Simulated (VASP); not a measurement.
# F (Im-3m) in VASP: a series of runs, part 2 of 2

VASP 6.6.1.

## (3) Relaxation of cell and atoms, PBE, target pressure 53 GPa, at which the enthalpy is minimised

Input file INCAR:

```
PREC = Accurate
ENCUT = 600
EDIFF = 1E-6
ISMEAR = -1
SIGMA = 0.08
LREAL = False
LASPH = True
NELM = 100
ALGO = Normal
ISIF = 3
LWAVE = False
LCHARG = False
GGA = PE
IBRION = 2
NSW = 32
EDIFFG = -0.005
PSTRESS = 530.0
```

Input file KPOINTS:

```
regular mesh
0
Gamma
  21 21 21
```

Input file POSCAR:

```
F
1.0
   -1.2036082526      1.2036082526      1.2036082526
    1.2036082526     -1.2036082526      1.2036082526
    1.2036082526      1.2036082526     -1.2036082526
F
1
Direct
    0.0000000000      0.0000000000      0.0000000000
```

Potentials or basis: VASP PAW PBE potentials, release 64 (F).

Command:

```console
> cat potpaw_PBE.64/F/POTCAR > POTCAR
> mpirun -np 1 vasp_std > vasp.out
```

OUTCAR:

```text
PREC = Accurate
   ENCUT = 600
   EDIFF = 1E-6
   ISMEAR = -1
   LREAL = False
   LASPH = True
   NELM = 100
   ISIF = 3
   GGA = PE
   IBRION = 2
   NSW = 32
   EDIFFG = -0.005
   PSTRESS = 530.0

 ion  position               nearest neighbor table
   1  0.000  0.000  0.000-

  LATTYP: Found a body centered cubic cell.
 ALAT       =     2.4072165052

  Lattice vectors:

 A1 = (  -1.2036082526,   1.2036082526,   1.2036082526)
 A2 = (   1.2036082526,  -1.2036082526,   1.2036082526)
 A3 = (   1.2036082526,   1.2036082526,  -1.2036082526)

Analysis of symmetry for initial positions (statically):
=====================================================================
 Subroutine PRICEL returns:
 Original cell was already a primitive cell.

 Routine SETGRP: Setting up the symmetry group for a
 body centered cubic supercell.

 Subroutine GETGRP returns: Found 48 space group operations
 (whereof 48 operations were pure point group operations)
 out of a pool of 48 trial point group operations.

The static configuration has the point symmetry O_h .

Analysis of symmetry for dynamics (positions and initial velocities):
=====================================================================
 Subroutine PRICEL returns:
 Original cell was already a primitive cell.

 Routine SETGRP: Setting up the symmetry group for a
 body centered cubic supercell.

 Subroutine GETGRP returns: Found 48 space group operations
 (whereof 48 operations were pure point group operations)
 out of a pool of 48 trial point group operations.

The dynamic configuration has the point symmetry O_h .

 Subroutine INISYM returns: Found 48 space group operations
 (whereof 48 operations are pure point group operations),
 and found     1 'primitive' translations

----------------------------------------------------------------------------------------

                                     Primitive cell

  volume of cell :       6.9745

  direct lattice vectors                    reciprocal lattice vectors
    -1.203608253  1.203608253  1.203608253     0.000000000  0.415417557  0.415417557
     1.203608253 -1.203608253  1.203608253     0.415417557  0.000000000  0.415417557
     1.203608253  1.203608253 -1.203608253     0.415417557  0.415417557  0.000000000

  length of vectors
     2.084710646  2.084710646  2.084710646     0.587489143  0.587489143  0.587489143

  position of ions in fractional coordinates (direct lattice)
     0.000000000  0.000000000  0.000000000

  ion indices of the primitive-cell ions
   primitive index   ion index
                 1           1

----------------------------------------------------------------------------------------

 KPOINTS: regular mesh

Automatic generation of k-mesh.
 Grid dimensions read from file:
 generate k-points for:   21   21   21

 Generating k-lattice:

[... 23 lines left out ...]
  0.238095  0.000000  0.000000     12.000000
[... 16 lines left out ...]
  0.142857  0.095238 -0.000000     48.000000
  0.190476  0.095238 -0.000000     48.000000
 [... further k-points ...]
   k-points           NKPTS =    286   k-points in BZ     NKDIM =    286   number of bands    NBANDS=      7
   number of dos      NEDOS =    301   number of ions     NIONS =      1
   total plane-waves  NPLWV =   5832
   dimension x,y,z NGX =    18 NGY =   18 NGZ =   18
   dimension x,y,z NGXF=    36 NGYF=   36 NGZF=   36
   ions per type =               1
   NGX,Y,Z   is equivalent  to a cutoff of  14.35, 14.35, 14.35 a.u.
   NGXF,Y,Z  is equivalent  to a cutoff of  28.71, 28.71, 28.71 a.u.
 SYSTEM =  unknown system
   PREC   = accura    normal or accurate (medium, high low for compatibility)
   ISTART =      0    job   : 0-new  1-cont  2-samecut
   ICHARG =      2    charge: 1-file 2-atom 10-const
   ISPIN  =      1    spin polarized calculation?
   LNONCOLLINEAR =      F non collinear calculations
   LSORBIT =      F    spin-orbit coupling
   LASPH  =      T    aspherical Exc in radial PAW
   ENCUT  =  600.0 eV  44.10 Ry    6.64 a.u.   4.16  4.16  4.16*2*pi/ulx,y,z
   NELM   =    100;   NELMIN=  2; NELMDL= -5     # of ELM steps
   EDIFF  = 0.1E-05   stopping-criterion for ELM
   LREAL  =      F    real-space projection
   EDIFFG = -.5E-02   stopping-criterion for IOM
   NSW    =     32    number of steps for IOM
   IBRION =      2    ionic relax: 0-MD 1-quasi-New 2-CG
   NFREE  =      1    steps in history (QN), initial steepest desc. (CG)
   ISIF   =      3    stress and relaxation
   ISYM   =      2    0-nonsym 1-usesym 2-fastsym
   POTIM  = 0.5000    time-step for ionic-motion
   TEBEG  =    0.0;   TEEND  =   0.0 temperature during run
   PSTRESS=  530.0 pullay stress
   NELECT =       7.0000    total number of electrons
   NUPDOWN=      -1.0000    fix difference up-down
   EMIN   =  10.00;   EMAX   =-10.00  energy-range for DOS
   EFERMI =   0.00;   METHOD = LEGACY
   ISMEAR =    -1;   SIGMA  =   0.08  broadening in eV -4-tet -1-fermi 0-gaus
   EFERMI_NEDOS =   21; number of points for ismear=-14 and -15
   IALGO  =     38    algorithm
   IMIX   =      4    mixing-type and parameters
     AMIX     =   0.40;   BMIX     =  1.00
     AMIX_MAG =   1.60;   BMIX_MAG =  1.00
  volume/ion in A,a.u.               =       6.97        47.07
  Fermi-wavevector in a.u.,A,eV,Ry     =   1.639088  3.097428 36.553556  2.686611
  Thomas-Fermi vector in A             =   2.729952
   LORBIT       =      0    0 simple, 1 ext, 2 COOP (PROOUT), +10 PAW based schemes
   GGA     = PE    functional components
   LHFCALC =     F    Hartree Fock is set to
   AEXX    =    0.0000 exact exchange contribution
   IVDW    =     0    specifies the selected vdW correction
   LEPSILON=     F    determine dielectric tensor
   LRPA    =     F    only Hartree local field effects (RPA)
 conjugate gradient relaxation of ions
 non-spin polarized calculation
  energy-cutoff  :      600.00
  volume of cell :        6.97
 maximum number of plane-waves:       242
 NGX is ok and might be reduce to    18
   NGX =  9   NGY =  9   NGZ =  9

--------------------------------------- Ionic step        1  -------------------------------------------

 number of electron       7.0000007 magnetization

 Free energy of the ion-electron system (eV)
  ---------------------------------------------------
  ext. energy  EPLUGINS =         0.00000000
  ---------------------------------------------------
  free energy    TOTEN  =        -0.48747157 eV

  energy without entropy =       -0.45044282  energy(sigma->0) =       -0.46895720

------------------------ aborting loop because EDIFF is reached ----------------------------------------

  FORCE on cell =-STRESS in cart. coord.  units (eV):
  Direction    XX          YY          ZZ          XY          YZ          ZX
  --------------------------------------------------------------------------------------
  -------------------------------------------------------------------------------------
  Total        2.2667139      2.2667139      2.2667139     -0.0000000      0.0000000     -0.0000000
  in kB      520.7051058    520.7051058    520.7051058     -0.0000000      0.0000000     -0.0000000
  external PRESSURE =      -9.2948942 kB  Pullay stress =     530.0000000 kB
[... 61 lines left out ...]
--------------------------------------- Ionic step        3  -------------------------------------------

 number of electron       7.0000008 magnetization

 Free energy of the ion-electron system (eV)
  ---------------------------------------------------
  ext. energy  EPLUGINS =         0.00000000
  ---------------------------------------------------
  free energy    TOTEN  =        -0.47936147 eV

  energy without entropy =       -0.44248570  energy(sigma->0) =       -0.46092359

 E-fermi :   0.8076     XC(G=0): -12.5117

 val. band max:        0.8061362291   @ k =  -0.1905   0.1905   0.0952
 cond. band min:       0.8119223021   @ k =  -0.3333  -0.3810   0.0476
 fundamental gap:      0.0057860730
 Fermi energy:         0.8076179797

 k-point     1 :       0.0000    0.0000    0.0000
  band No.  band energies     occupation
      1     -24.0904      2.00000
      2       1.6107      0.00009
      3       1.6107      0.00009
      4       1.6107      0.00009
      5      18.7883      0.00000
      6      42.3044      0.00000
      7      42.3044      0.00000
[... 221 lines left out ...]
 k-point    24 :       0.1905    0.0952   -0.0000
  band No.  band energies     occupation
      1     -22.4660      2.00000
      2      -2.0765      2.00000
      3       0.6247      1.81548
      4       1.2958      0.00446
      5      22.0094      0.00000
      6      31.7047      0.00000
      7      34.6025      0.00000

 [... further k-points ...]

------------------------ aborting loop because EDIFF is reached ----------------------------------------

  FORCE on cell =-STRESS in cart. coord.  units (eV):
  Direction    XX          YY          ZZ          XY          YZ          ZX
  --------------------------------------------------------------------------------------
  -------------------------------------------------------------------------------------
  Total        2.2997256      2.2997256      2.2997256     -0.0000000     -0.0000000     -0.0000000
  in kB      530.1692210    530.1692210    530.1692210     -0.0000000     -0.0000000     -0.0000000
  external PRESSURE =       0.1692210 kB  Pullay stress =     530.0000000 kB
[... 20 lines left out ...]
  energy  without entropy=       -0.4424857020  energy(sigma->0) =       -0.46092359

  enthalpy is  TOTEN    =         1.8196300813 eV   P V=        2.2989915552

 reached required accuracy - stopping structural energy minimisation
```

OSZICAR:

```text
N       E                     dE             d eps       ncg     rms          rms(c)
DAV:   1     0.112901186919E+02    0.11290E+02   -0.45572E+03  4473   0.103E+03
DAV:   2    -0.465491813243E+00   -0.11756E+02   -0.11392E+02  4501   0.131E+02
DAV:   3    -0.495096489844E+00   -0.29605E-01   -0.29504E-01  4886   0.789E+00
DAV:   4    -0.495113388658E+00   -0.16899E-04   -0.16899E-04  4767   0.181E-01
[... 14 lines left out ...]
DAV:   1    -0.479638236364E+00   -0.56107E-02   -0.73822E-03  4004   0.108E+00    0.132E-01
DAV:   2    -0.479388840345E+00    0.24940E-03   -0.63683E-04  4004   0.278E-01    0.429E-02
DAV:   3    -0.479362885948E+00    0.25954E-04   -0.10411E-04  4018   0.111E-01    0.603E-03
DAV:   4    -0.479361514871E+00    0.13711E-05   -0.14210E-06  2086   0.175E-02    0.456E-04
DAV:   5    -0.479361473875E+00    0.40996E-07   -0.35276E-08  2037   0.299E-03
   3 F= 0.18196301E+01 E0= 0.18380680E+01  d E =-.744712E-04
```

Wall time 32 s (1 thread of Intel Xeon 8259CL, shared host); peak memory 0.12 GiB.

Results:

* Free energy: -0.4794 eV
* Relaxed volume: 6.95 Å³/atom
* Relaxed cell: a = 2.082 Å, b = 2.082 Å, c = 2.082 Å, α = 109.47°, β = 109.47°, γ = 109.47°
* Space group after relaxing (to 0.1 Å): Im-3m (No. 229)
* Energy change on relaxing (the run minimises the enthalpy): +8.1 meV/atom
* Ionic steps: 3
* Pressure after relaxing: 53.0 GPa
* Band gap on the k mesh: zero (an odd number of electrons rules out a gap without spin polarisation)

Step by step:
```csv
step,energy change (eV),largest force (eV/Å),pressure (GPa),volume (Å³)
1,0.0000,0.0000,52.07,6.97
2,0.0134,0.0000,53.66,6.93
3,0.0081,0.0000,53.02,6.95
```

Final structure:
```
F
1.0
    -1.20218    1.20218    1.20218
     1.20218   -1.20218    1.20218
     1.20218    1.20218   -1.20218
F
1
Direct
  0.00000 0.00000 0.00000
```

Levels at points of the mesh, in eV from the Fermi level:
| k point | band 1 | band 2 | band 3 | band 4 | band 5 | band 6 | band 7 |
| --- | --- | --- | --- | --- | --- | --- | --- |
| (0.00, 0.00, 0.00) | -24.90 | 0.80 | 0.80 | 0.80 | 17.98 | 41.50 | 41.50 |

Caveat: the cell is relaxed towards a set pressure, so the run minimises the enthalpy, not the energy; an odd number of electrons without spin polarisation forces a metal; a magnetic or distorted state may lie lower.
